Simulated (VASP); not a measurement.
# In (Fm-3m) in VASP: single point with LDA

Aim: the single point of In with LDA.

Program: VASP 6.6.1. These are calculated values, not measurements. Logs are shortened: lines on timing, memory, paths and dates and some standing lists are left out, and cuts for length are marked.

**1. The cell of the first run**

It takes space group Fm-3m (No. 225, cubic). The conventional cell has a = 6.587 Å, b = 6.587 Å, c = 6.587 Å, α = 90.00°, β = 90.00°, γ = 90.00°.

**2. Single point, LDA**

INCAR reads:

```
ALGO = Normal
EDIFF = 1E-6
ENCUT = 500
GGA = CA
GGA_COMPAT = False
ISIF = 2
ISMEAR = 0
LASPH = True
LCHARG = False
LREAL = False
LWAVE = False
NBANDS = 12
NELM = 120
PREC = Accurate
SIGMA = 0.1
```

KPOINTS reads:

```
k-points
0
Gamma
  6 6 6
```

POSCAR reads:

```
In
1.0
    0.0000000000      3.2934690000      3.2934690000
    3.2934690000      0.0000000000      3.2934690000
    3.2934690000      3.2934690000      0.0000000000
In
1
Direct
    0.0000000000      0.0000000000      0.0000000000
```

Potentials or basis: VASP PAW LDA potentials, release 64 (In_d).

On the command line:

```console
$ cat potpaw_LDA.64/In_d/POTCAR > POTCAR
$ mpirun -np 1 vasp_std > vasp.out
```

OUTCAR:

```text
EDIFF = 1E-6
   ENCUT = 500
   GGA = CA
   ISIF = 2
   ISMEAR = 0
   LASPH = True
   LREAL = False
   NELM = 120
   PREC = Accurate

 ion  position               nearest neighbor table
   1  0.000  0.000  0.000-

  LATTYP: Found a face centered cubic cell.
 ALAT       =     6.5869380000

  Lattice vectors:

 A1 = (   0.0000000000,   3.2934690000,   3.2934690000)
 A2 = (   3.2934690000,   0.0000000000,   3.2934690000)
 A3 = (   3.2934690000,   3.2934690000,   0.0000000000)

Analysis of symmetry for initial positions (statically):
=====================================================================
 Subroutine PRICEL returns:
 Original cell was already a primitive cell.

 Routine SETGRP: Setting up the symmetry group for a
 face centered cubic supercell.

 Subroutine GETGRP returns: Found 48 space group operations
 (whereof 48 operations were pure point group operations)
 out of a pool of 48 trial point group operations.

The static configuration has the point symmetry O_h .

Analysis of symmetry for dynamics (positions and initial velocities):
=====================================================================
 Subroutine PRICEL returns:
 Original cell was already a primitive cell.

 Routine SETGRP: Setting up the symmetry group for a
 face centered cubic supercell.

 Subroutine GETGRP returns: Found 48 space group operations
 (whereof 48 operations were pure point group operations)
 out of a pool of 48 trial point group operations.

The dynamic configuration has the point symmetry O_h .

 Subroutine INISYM returns: Found 48 space group operations
 (whereof 48 operations are pure point group operations),
 and found     1 'primitive' translations

----------------------------------------------------------------------------------------

                                     Primitive cell

  volume of cell :      71.4481

  direct lattice vectors                    reciprocal lattice vectors
     0.000000000  3.293469000  3.293469000    -0.151815608  0.151815608  0.151815608
     3.293469000  0.000000000  3.293469000     0.151815608 -0.151815608  0.151815608
     3.293469000  3.293469000  0.000000000     0.151815608  0.151815608 -0.151815608

  length of vectors
     4.657668527  4.657668527  4.657668527     0.262952347  0.262952347  0.262952347

  position of ions in fractional coordinates (direct lattice)
     0.000000000  0.000000000  0.000000000

  ion indices of the primitive-cell ions
   primitive index   ion index
                 1           1

----------------------------------------------------------------------------------------

 KPOINTS: k-points

Automatic generation of k-mesh.
 Grid dimensions read from file:
 generate k-points for:    6    6    6

 Generating k-lattice:

  Cartesian coordinates                     Fractional coordinates (reciprocal lattice)
    -0.025302601  0.025302601  0.025302601     0.166666667  0.000000000  0.000000000
     0.025302601 -0.025302601  0.025302601     0.000000000  0.166666667  0.000000000
     0.025302601  0.025302601 -0.025302601     0.000000000  0.000000000  0.166666667

  Length of vectors
     0.043825391  0.043825391  0.043825391

  Shift w.r.t. Gamma in fractional coordinates (k-lattice)
     0.000000000  0.000000000  0.000000000

 Subroutine IBZKPT returns following result:
 ===========================================

 Found     16 irreducible k-points:

 Following reciprocal coordinates:
            Coordinates               Weight
  0.000000  0.000000  0.000000      1.000000
  0.166667  0.000000  0.000000      8.000000
  0.333333  0.000000  0.000000      8.000000
  0.500000  0.000000  0.000000      4.000000
  0.166667  0.166667  0.000000      6.000000
  0.333333  0.166667  0.000000     24.000000
[... 8 lines left out ...]
 -0.333333  0.333333  0.166667     24.000000
 -0.333333  0.500000  0.166667     12.000000
   k-points           NKPTS =     16   k-points in BZ     NKDIM =     16   number of bands    NBANDS=     12
   number of dos      NEDOS =    301   number of ions     NIONS =      1
   total plane-waves  NPLWV =  46656
   dimension x,y,z NGX =    36 NGY =   36 NGZ =   36
   dimension x,y,z NGXF=    72 NGYF=   72 NGZF=   72
   ions per type =               1
   NGX,Y,Z   is equivalent  to a cutoff of  12.85, 12.85, 12.85 a.u.
   NGXF,Y,Z  is equivalent  to a cutoff of  25.70, 25.70, 25.70 a.u.
 SYSTEM =  unknown system
   PREC   = accura    normal or accurate (medium, high low for compatibility)
   ISTART =      0    job   : 0-new  1-cont  2-samecut
   ICHARG =      2    charge: 1-file 2-atom 10-const
   ISPIN  =      1    spin polarized calculation?
   LNONCOLLINEAR =      F non collinear calculations
   LSORBIT =      F    spin-orbit coupling
   LASPH  =      T    aspherical Exc in radial PAW
   ENCUT  =  500.0 eV  36.75 Ry    6.06 a.u.   8.49  8.49  8.49*2*pi/ulx,y,z
   NELM   =    120;   NELMIN=  2; NELMDL= -5     # of ELM steps
   EDIFF  = 0.1E-05   stopping-criterion for ELM
   LREAL  =      F    real-space projection
   EDIFFG = 0.1E-04   stopping-criterion for IOM
   NSW    =      0    number of steps for IOM
   IBRION =     -1    ionic relax: 0-MD 1-quasi-New 2-CG
   NFREE  =      0    steps in history (QN), initial steepest desc. (CG)
   ISIF   =      2    stress and relaxation
   ISYM   =      2    0-nonsym 1-usesym 2-fastsym
   POTIM  = 0.5000    time-step for ionic-motion
   TEBEG  =    0.0;   TEEND  =   0.0 temperature during run
   PSTRESS=    0.0 pullay stress
   NELECT =      13.0000    total number of electrons
   NUPDOWN=      -1.0000    fix difference up-down
   EMIN   =  10.00;   EMAX   =-10.00  energy-range for DOS
   EFERMI =   0.00;   METHOD = LEGACY
   ISMEAR =     0;   SIGMA  =   0.10  broadening in eV -4-tet -1-fermi 0-gaus
   EFERMI_NEDOS =   21; number of points for ismear=-14 and -15
   IALGO  =     38    algorithm
   IMIX   =      4    mixing-type and parameters
     AMIX     =   0.40;   BMIX     =  1.00
     AMIX_MAG =   1.60;   BMIX_MAG =  1.00
  volume/ion in A,a.u.               =      71.45       482.16
  Fermi-wavevector in a.u.,A,eV,Ry     =   0.927668  1.753037 11.708726  0.860567
  Thomas-Fermi vector in A             =   2.053762
   LORBIT       =      0    0 simple, 1 ext, 2 COOP (PROOUT), +10 PAW based schemes
   GGA     = CA    functional components
   LHFCALC =     F    Hartree Fock is set to
   AEXX    =    0.0000 exact exchange contribution
   IVDW    =     0    specifies the selected vdW correction
   LEPSILON=     F    determine dielectric tensor
   LRPA    =     F    only Hartree local field effects (RPA)
 non-spin polarized calculation
 Gauss-broadening in eV      SIGMA  =   0.10
  energy-cutoff  :      500.00
  volume of cell :       71.45
 maximum number of plane-waves:      1837
 NGX is ok and might be reduce to    36
   NGX = 17   NGY = 17   NGZ = 17

 number of electron      13.0000004 magnetization

 Free energy of the ion-electron system (eV)
  ---------------------------------------------------
  ext. energy  EPLUGINS =         0.00000000
  ---------------------------------------------------
  free energy    TOTEN  =        -1.65355532 eV

  energy without entropy =       -1.64496025  energy(sigma->0) =       -1.64925779

 E-fermi :   0.3984     XC(G=0):  -6.5579

 val. band max:        0.3688794855   @ k =  -0.3333   0.5000   0.1667
 cond. band min:       0.4952684354   @ k =   0.3333   0.0000   0.0000
 fundamental gap:      0.1263889499
 Fermi energy:         0.3984184480

 k-point     1 :       0.0000    0.0000    0.0000
  band No.  band energies     occupation
      1     -14.4599      2.00000
      2     -14.4599      2.00000
      3     -14.4599      2.00000
      4     -14.4532      2.00000
      5     -14.4532      2.00000
      6      -5.2880      2.00000
      7       4.0688      0.00000
      8       4.0688      0.00000
      9       4.0688      0.00000
     10       6.0629      0.00000
     11       8.3992      0.00000
     12       8.3992      0.00000

 k-point     2 :       0.1667    0.0000    0.0000
  band No.  band energies     occupation
      1     -14.4593      2.00000
      2     -14.4583      2.00000
      3     -14.4583      2.00000
      4     -14.4527      2.00000
      5     -14.4527      2.00000
      6      -5.0725      2.00000
      7       2.4577      0.00000
      8       3.8925      0.00000
      9       3.8925      0.00000
     10       6.6341      0.00000
     11       8.1829      0.00000
     12       8.6943      0.00000

 k-point     3 :       0.3333    0.0000    0.0000
  band No.  band energies     occupation
      1     -14.4584      2.00000
      2     -14.4584      2.00000
      3     -14.4582      2.00000
      4     -14.4484      2.00000
      5     -14.4484      2.00000
      6      -4.5188      2.00000
      7       0.4953      0.17079
      8       3.6085      0.00000
      9       3.6085      0.00000
     10       6.1623      0.00000
     11       8.1903      0.00000
     12       8.1903      0.00000
[... 166 lines left out ...]
 k-point    15 :      -0.3333    0.3333    0.1667
  band No.  band energies     occupation
      1     -14.4585      2.00000
      2     -14.4561      2.00000
      3     -14.4517      2.00000
      4     -14.4506      2.00000
      5     -14.4455      2.00000
      6      -3.8025      2.00000
      7       0.2807      1.90405
      8       1.3008      0.00000
      9       2.3403      0.00000
     10       6.6418      0.00000
     11       7.6870      0.00000
     12       9.2179      0.00000

 k-point    16 :      -0.3333    0.5000    0.1667
  band No.  band energies     occupation
      1     -14.4608      2.00000
      2     -14.4581      2.00000
      3     -14.4495      2.00000
      4     -14.4488      2.00000
      5     -14.4438      2.00000
      6      -3.6791      2.00000
      7       0.3689      1.32387
      8       1.3873      0.00000
      9       1.7536      0.00000
     10       6.0914      0.00000
     11       7.0174      0.00000
     12       9.8284      0.00000

------------------------ aborting loop because EDIFF is reached ----------------------------------------

  FORCE on cell =-STRESS in cart. coord.  units (eV):
  Direction    XX          YY          ZZ          XY          YZ          ZX
  --------------------------------------------------------------------------------------
  -------------------------------------------------------------------------------------
  Total       -1.6192623     -1.6192623     -1.6192623      0.0000000     -0.0000000      0.0000000
  in kB      -36.3109031    -36.3109031    -36.3109031      0.0000000     -0.0000000      0.0000000
  external PRESSURE =     -36.3109031 kB  Pullay stress =       0.0000000 kB

 VOLUME and BASIS-vectors are now :
 -----------------------------------------------------------------------------
  energy-cutoff  :      500.00
  volume of cell :       71.45
      direct lattice vectors                 reciprocal lattice vectors
     0.000000000  3.293469000  3.293469000    -0.151815608  0.151815608  0.151815608
     3.293469000  0.000000000  3.293469000     0.151815608 -0.151815608  0.151815608
     3.293469000  3.293469000  0.000000000     0.151815608  0.151815608 -0.151815608

 POSITION                                       TOTAL-FORCE (eV/Angst)
 -----------------------------------------------------------------------------------
      0.00000      0.00000      0.00000         0.000000      0.000000      0.000000
 -----------------------------------------------------------------------------------
    total drift:                               -0.000000      0.000000      0.000000

  FREE ENERGIE OF THE ION-ELECTRON SYSTEM (eV)
  ---------------------------------------------------
  free  energy   TOTEN  =        -1.6535553222 eV

  energy  without entropy=       -1.6449602505  energy(sigma->0) =       -1.64925779
```

Wall time 6.7 s (1 thread of Intel Xeon 6975P-C (Granite Rapids), shared host); peak memory 0.16 GiB.

Results:

```
Free energy : -1.6536 eV
Pressure    : -3.6 GPa
```

Levels at points of the mesh, in eV from the Fermi level:
| k point | band 3 | band 4 | band 5 | band 6 | band 7 | band 8 | band 9 | band 10 |
| --- | --- | --- | --- | --- | --- | --- | --- | --- |
| (0.00, 0.00, 0.00) | -14.86 | -14.85 | -14.85 | -5.69 | 3.67 | 3.67 | 3.67 | 5.66 |
| (0.50, 0.00, 0.00) | -14.86 | -14.84 | -14.84 | -4.52 | -0.80 | 3.09 | 3.09 | 5.59 |
| (0.50, 0.50, 0.00) | -14.84 | -14.84 | -14.84 | -4.10 | -0.40 | 1.89 | 1.89 | 4.21 |

Caveat: spin-orbit coupling is left out, which moves the levels of the heavy elements.
